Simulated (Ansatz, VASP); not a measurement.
**CuI: VASP beside Ansatz**

```xyz
2
Lattice="0.0000 2.8674 2.8674 2.8674 0.0000 2.8674 2.8674 2.8674 0.0000" Properties=species:S:1:pos:R:3 pbc="T T T"
Cu    4.3011    4.3011    4.3011
I     0.0000    0.0000    0.0000
```

Alike in both runs: task single point; functional PBE; k mesh 8 × 8 × 8; occupations gaussian, width 0.05 eV; no spin polarisation.

```csv
,VASP,Ansatz
version,VASP 6.6.1,Ansatz 0.2.0
potentials or method,"VASP PAW PBE potentials, release 64 (Cu, I), cutoff 520 eV","scalar-relativistic, plane waves, PAW"
valence electrons in the cell,18,36
```

|  | VASP | Ansatz | Ansatz less VASP |
| --- | --- | --- | --- |
| gap on the k mesh at the Fermi level (eV) | 1.65 | 1.63 | -0.027 |
| least direct gap on the mesh (eV) | 1.65 | 1.63 | -0.027 |
| pressure (GPa) | 10.8 | 10.8 | -0.04 |

VASP's potentials hold 18 valence electrons a cell and Ansatz's 36, so a difference there can come from the potentials and not from the codes.

Neither program's run includes spin-orbit coupling.
